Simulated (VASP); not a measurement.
# TiAl (P-6m2) in VASP: further runs

The runs below take TiAl through single point, with PBE.

All numbers are computed with VASP 6.6.1; they aren't measurements. Logs are shortened: lines on timing, memory, paths and dates and some standing lists are left out, and cuts for length are marked.

## Step 1: The cell of the first run

Symmetry: P-6m2, No. 187, hexagonal system. The conventional cell has a = 2.809 Å, b = 2.809 Å, c = 4.230 Å, α = 90.00°, β = 90.00°, γ = 120.00°. Within 3.5 Å of Ti (site symmetry -6m2) lie 6 Al at 2.67 Å and 6 Ti at 2.81 Å. Within 3.5 Å of Al (site symmetry -6m2) lie 6 Ti at 2.67 Å and 6 Al at 2.81 Å.

## Step 2: Single point, PBE

Contents of INCAR:

```
  PREC = Accurate
  ENCUT = 520
  EDIFF = 1E-6
  ISMEAR = 0
  SIGMA = 0.15
  LREAL = False
  LASPH = True
  NELM = 60
  ALGO = Fast
  ISIF = 2
  LWAVE = False
  LCHARG = False
  GGA = PE
  NBANDS = 14
```

Contents of KPOINTS:

```
regular mesh
0
Gamma
  18 18 10
```

Contents of POSCAR:

```
TiAl
1.0
    2.8089000000      0.0000000000      0.0000000000
   -1.4044500000      2.4325787567      0.0000000000
    0.0000000000      0.0000000000      4.2301000000
Ti Al
1 1
Direct
    0.0000000000      0.0000000000      0.0000000000
    0.3333333333      0.6666666667      0.5000000000
```

Potentials or basis: VASP PAW PBE potentials, release 64 (Ti_sv, Al).

The run is started by

```bash
$ cat potpaw_PBE.64/Ti_sv/POTCAR potpaw_PBE.64/Al/POTCAR > POTCAR
$ mpirun -np 1 vasp_std > vasp.out
```

OUTCAR:

```text
PREC = Accurate
   ENCUT = 520
   EDIFF = 1E-6
   ISMEAR = 0
   LREAL = False
   LASPH = True
   NELM = 60
   ISIF = 2
   GGA = PE

 ion  position               nearest neighbor table
   1  0.000  0.000  0.000-   2 2.67   2 2.67   2 2.67   2 2.67   2 2.67   2 2.67
   2  0.333  0.667  0.500-   1 2.67   1 2.67   1 2.67   1 2.67   1 2.67   1 2.67

  LATTYP: Found a hexagonal cell.
 ALAT       =     2.8089000000
 C/A-ratio  =     1.5059631884

  Lattice vectors:

 A1 = (   2.8089000000,   0.0000000000,   0.0000000000)
 A2 = (  -1.4044500000,   2.4325787567,   0.0000000000)
 A3 = (   0.0000000000,   0.0000000000,   4.2301000000)

Analysis of symmetry for initial positions (statically):
=====================================================================
 Subroutine PRICEL returns:
 Original cell was already a primitive cell.

 Routine SETGRP: Setting up the symmetry group for a
 hexagonal supercell.

 Subroutine GETGRP returns: Found 12 space group operations
 (whereof 12 operations were pure point group operations)
 out of a pool of 24 trial point group operations.

The static configuration has the point symmetry D_3h.

Analysis of symmetry for dynamics (positions and initial velocities):
=====================================================================
 Subroutine PRICEL returns:
 Original cell was already a primitive cell.

 Routine SETGRP: Setting up the symmetry group for a
 hexagonal supercell.

 Subroutine GETGRP returns: Found 12 space group operations
 (whereof 12 operations were pure point group operations)
 out of a pool of 24 trial point group operations.

The dynamic configuration has the point symmetry D_3h.

 Subroutine INISYM returns: Found 12 space group operations
 (whereof 12 operations are pure point group operations),
 and found     1 'primitive' translations

----------------------------------------------------------------------------------------

                                     Primitive cell

  volume of cell :      28.9037

  direct lattice vectors                    reciprocal lattice vectors
     2.808900000  0.000000000  0.000000000     0.356011250  0.205543191  0.000000000
    -1.404450000  2.432578757  0.000000000     0.000000000  0.411086382  0.000000000
     0.000000000  0.000000000  4.230100000     0.000000000  0.000000000  0.236401031

  length of vectors
     2.808900000  2.808900000  4.230100000     0.411086382  0.411086382  0.236401031

  position of ions in fractional coordinates (direct lattice)
     0.000000000  0.000000000  0.000000000
     0.333333333  0.666666667  0.500000000

  ion indices of the primitive-cell ions
   primitive index   ion index
                 1           1
                 2           2

----------------------------------------------------------------------------------------

 KPOINTS: regular mesh

Automatic generation of k-mesh.
 Grid dimensions read from file:
 generate k-points for:   18   18   10

 Generating k-lattice:

  Cartesian coordinates                     Fractional coordinates (reciprocal lattice)
     0.019778403  0.011419066  0.000000000     0.055555556  0.000000000  0.000000000
     0.000000000  0.022838132  0.000000000     0.000000000  0.055555556  0.000000000
     0.000000000  0.000000000  0.023640103     0.000000000  0.000000000  0.100000000

  Length of vectors
     0.022838132  0.022838132  0.023640103

  Shift w.r.t. Gamma in fractional coordinates (k-lattice)
     0.000000000  0.000000000  0.000000000

 Subroutine IBZKPT returns following result:
 ===========================================

 Found    222 irreducible k-points:

 Following reciprocal coordinates:
            Coordinates               Weight
  0.000000  0.000000  0.000000      1.000000
  0.055556  0.000000  0.000000      6.000000
  0.111111  0.000000  0.000000      6.000000
  0.166667  0.000000  0.000000      6.000000
  0.222222 -0.000000  0.000000      6.000000
  0.277778 -0.000000  0.000000      6.000000
[... 16 lines left out ...]
  0.333333  0.111111  0.000000     12.000000
  0.388889  0.111111  0.000000     12.000000
 [... further k-points ...]
   k-points           NKPTS =    222   k-points in BZ     NKDIM =    222   number of bands    NBANDS=     14
   number of dos      NEDOS =    301   number of ions     NIONS =      2
   total plane-waves  NPLWV =  18432
   dimension x,y,z NGX =    24 NGY =   24 NGZ =   32
   dimension x,y,z NGXF=    48 NGYF=   48 NGZF=   64
   ions per type =               1   1
   NGX,Y,Z   is equivalent  to a cutoff of  14.20, 14.20, 12.58 a.u.
   NGXF,Y,Z  is equivalent  to a cutoff of  28.41, 28.41, 25.15 a.u.
 SYSTEM =  unknown system
   PREC   = accura    normal or accurate (medium, high low for compatibility)
   ISTART =      0    job   : 0-new  1-cont  2-samecut
   ICHARG =      2    charge: 1-file 2-atom 10-const
   ISPIN  =      1    spin polarized calculation?
   LNONCOLLINEAR =      F non collinear calculations
   LSORBIT =      F    spin-orbit coupling
   LASPH  =      T    aspherical Exc in radial PAW
   ENCUT  =  520.0 eV  38.22 Ry    6.18 a.u.   5.22  5.22  7.87*2*pi/ulx,y,z
   NELM   =     60;   NELMIN=  2; NELMDL= -5     # of ELM steps
   EDIFF  = 0.1E-05   stopping-criterion for ELM
   LREAL  =      F    real-space projection
   EDIFFG = 0.1E-04   stopping-criterion for IOM
   NSW    =      0    number of steps for IOM
   IBRION =     -1    ionic relax: 0-MD 1-quasi-New 2-CG
   NFREE  =      0    steps in history (QN), initial steepest desc. (CG)
   ISIF   =      2    stress and relaxation
   ISYM   =      2    0-nonsym 1-usesym 2-fastsym
   POTIM  = 0.5000    time-step for ionic-motion
   TEBEG  =    0.0;   TEEND  =   0.0 temperature during run
   PSTRESS=    0.0 pullay stress
   NELECT =      15.0000    total number of electrons
   NUPDOWN=      -1.0000    fix difference up-down
   EMIN   =  10.00;   EMAX   =-10.00  energy-range for DOS
   EFERMI =   0.00;   METHOD = LEGACY
   ISMEAR =     0;   SIGMA  =   0.15  broadening in eV -4-tet -1-fermi 0-gaus
   EFERMI_NEDOS =   21; number of points for ismear=-14 and -15
   IALGO  =     68    algorithm
   IMIX   =      4    mixing-type and parameters
     AMIX     =   0.40;   BMIX     =  1.00
     AMIX_MAG =   1.60;   BMIX_MAG =  1.00
  volume/ion in A,a.u.               =      14.45        97.53
  Fermi-wavevector in a.u.,A,eV,Ry     =   1.315590  2.486105 23.548660  1.730778
  Thomas-Fermi vector in A             =   2.445762
   LORBIT       =      0    0 simple, 1 ext, 2 COOP (PROOUT), +10 PAW based schemes
   GGA     = PE    functional components
   LHFCALC =     F    Hartree Fock is set to
   AEXX    =    0.0000 exact exchange contribution
   IVDW    =     0    specifies the selected vdW correction
   LEPSILON=     F    determine dielectric tensor
   LRPA    =     F    only Hartree local field effects (RPA)
 non-spin polarized calculation
 RMM-DIIS sequential band-by-band and
 Gauss-broadening in eV      SIGMA  =   0.15
  energy-cutoff  :      520.00
  volume of cell :       28.90
 maximum number of plane-waves:       798
 NGX is ok and might be reduce to    24
   NGX = 11   NGY = 11   NGZ = 15

 number of electron      14.9999995 magnetization

 Free energy of the ion-electron system (eV)
  ---------------------------------------------------
  ext. energy  EPLUGINS =         0.00000000
  ---------------------------------------------------
  free energy    TOTEN  =       -11.76041510 eV

  energy without entropy =      -11.73127751  energy(sigma->0) =      -11.74584630

 E-fermi :   9.3266     XC(G=0): -11.5463

 val. band max:        9.3226588184   @ k =   0.3333  -0.0000   0.4000
 cond. band min:       9.3299034656   @ k =   0.2778   0.0556   0.2000
 fundamental gap:      0.0072446472
 Fermi energy:         9.3265978539

 k-point     1 :       0.0000    0.0000    0.0000
  band No.  band energies     occupation
      1     -46.8948      2.00000
      2     -23.2640      2.00000
      3     -22.7445      2.00000
      4     -22.7445      2.00000
      5      -0.1156      2.00000
      6       7.1301      2.00000
      7       8.2431      2.00000
      8      10.6998      0.00000
      9      10.6998      0.00000
     10      12.3097      0.00000
     11      12.3097      0.00000
     12      15.0526      0.00000
     13      22.4707      0.00000
     14      22.4707      0.00000

 k-point     2 :       0.0556    0.0000    0.0000
  band No.  band energies     occupation
      1     -46.8911      2.00000
      2     -23.2603      2.00000
      3     -22.7669      2.00000
      4     -22.7495      2.00000
      5      -0.0342      2.00000
      6       7.2126      2.00000
      7       8.2168      2.00000
      8      10.6097      0.00000
      9      10.7687      0.00000
     10      12.2837      0.00000
     11      12.3653      0.00000
     12      15.0635      0.00000
     13      21.3443      0.00000
     14      21.8595      0.00000

 k-point     3 :       0.1111    0.0000    0.0000
  band No.  band energies     occupation
      1     -46.8805      2.00000
      2     -23.2497      2.00000
      3     -22.8311      2.00000
      4     -22.7638      2.00000
      5       0.2081      2.00000
      6       7.4474      2.00000
      7       8.1443      2.00000
      8      10.3632      0.00000
      9      10.9713      0.00000
     10      12.2096      0.00000
     11      12.5253      0.00000
     12      15.0877      0.00000
     13      19.5619      0.00000
     14      20.9644      0.00000
[... 324 lines left out ...]
 k-point    23 :       0.3333    0.1111    0.0000
  band No.  band energies     occupation
      1     -46.7815      2.00000
      2     -23.3623      2.00000
      3     -23.1508      2.00000
      4     -22.9375      2.00000
      5       3.7678      2.00000
      6       7.7584      2.00000
      7       7.8555      2.00000
      8       8.6842      2.00000
      9      11.0880      0.00000
     10      12.6658      0.00000
     11      14.1440      0.00000
     12      14.6522      0.00000
     13      15.6348      0.00000
     14      16.7806      0.00000

 k-point    24 :       0.3889    0.1111    0.0000
  band No.  band energies     occupation
      1     -46.7713      2.00000
      2     -23.4142      2.00000
      3     -23.1406      2.00000
      4     -22.9555      2.00000
      5       4.7247      2.00000
      6       7.0847      2.00000
      7       7.7451      2.00000
      8       8.4057      2.00000
      9      10.9585      0.00000
     10      12.9464      0.00000
     11      14.2081      0.00000
     12      14.9697      0.00000
     13      15.4904      0.00000
     14      17.0264      0.00000

 [... further k-points ...]
[... 5 lines left out ...]
  --------------------------------------------------------------------------------------
  -------------------------------------------------------------------------------------
  Total        3.0478707      3.0478707      5.8725116      0.0000000      0.0000000      0.0000000
  in kB      168.9480976    168.9480976    325.5222213      0.0000000      0.0000000      0.0000000
  external PRESSURE =     221.1394722 kB  Pullay stress =       0.0000000 kB

 VOLUME and BASIS-vectors are now :
 -----------------------------------------------------------------------------
  energy-cutoff  :      520.00
  volume of cell :       28.90
      direct lattice vectors                 reciprocal lattice vectors
     2.808900000  0.000000000  0.000000000     0.356011250  0.205543191  0.000000000
    -1.404450000  2.432578757  0.000000000     0.000000000  0.411086382  0.000000000
     0.000000000  0.000000000  4.230100000     0.000000000  0.000000000  0.236401031

 POSITION                                       TOTAL-FORCE (eV/Angst)
 -----------------------------------------------------------------------------------
      0.00000      0.00000      0.00000         0.000000      0.000000      0.000000
     -0.00000      1.62172      2.11505         0.000000     -0.000000      0.000000
 -----------------------------------------------------------------------------------
    total drift:                                0.000000     -0.000000      0.000000

  FREE ENERGIE OF THE ION-ELECTRON SYSTEM (eV)
  ---------------------------------------------------
  free  energy   TOTEN  =       -11.7604151018 eV

  energy  without entropy=      -11.7312775076  energy(sigma->0) =      -11.74584630
```

Run time: 1.7 min. Hardware: 1 thread of Intel Xeon 6975P-C, shared host; peak memory 0.22 GiB.

What came out:

```
Free energy : -11.7604 eV
Pressure    : 22.1 GPa
```

Stress tensor (GPa, compression positive):
```
16.89  0.00  0.00
 0.00 16.89  0.00
 0.00  0.00 32.55
```

## Step 3: Single point, PBE

This run uses another cell than the first one, of 14.55 Å³/atom, 1.007 times its volume.

Contents of INCAR:

```
ALGO = Normal ; EDIFF = 1E-6
ENCUT = 520 ; GGA = PE
ISIF = 2 ; ISMEAR = 0
LASPH = T ; LCHARG = F
LREAL = F ; LWAVE = F
NBANDS = 14 ; NELM = 100
PREC = Accurate ; SIGMA = 0.15
```

Contents of KPOINTS:

```
k-points
0
Gamma
  18 18 10
```

Contents of POSCAR:

```
TiAl
1.0
    2.7729000000      0.0000000000      0.0000000000
   -1.3864500000      2.4014018422      0.0000000000
    0.0000000000      0.0000000000      4.3695000000
Ti Al
1 1
Direct
    0.0000000000      0.0000000000      0.0000000000
    0.3333333333      0.6666666667      0.5000000000
```

Potentials or basis: VASP PAW PBE potentials, release 64 (Ti_sv, Al).

The run is started by

```bash
$ cat potpaw_PBE.64/Ti_sv/POTCAR potpaw_PBE.64/Al/POTCAR > POTCAR
$ mpirun -np 1 vasp_std > vasp.out
```

It took 49 s on 1 thread of Intel Xeon 6975P-C, shared host; peak memory 0.22 GiB.

It converged, with:

- Free energy: -11.8510 eV
- Pressure: 19.6 GPa

Stress tensor (GPa, compression positive):
```
16.92  0.00  0.00
 0.00 16.92  0.00
 0.00  0.00 25.03
```

Levels at points of the mesh, in eV from the Fermi level:
```csv
k point,band 6,band 7,band 8,band 9,band 10,band 11
"(0.00, 0.00, 0.00)",-2.33,-1.55,1.42,1.42,3.12,3.12
"(0.50, 0.00, 0.00)",-2.91,-1.80,-1.16,2.31,4.52,4.74
"(0.00, 0.00, 0.50)",-5.49,-0.33,1.43,1.43,3.00,3.00
"(0.50, 0.00, 0.50)",-2.46,-2.06,0.75,1.12,2.04,3.75
```
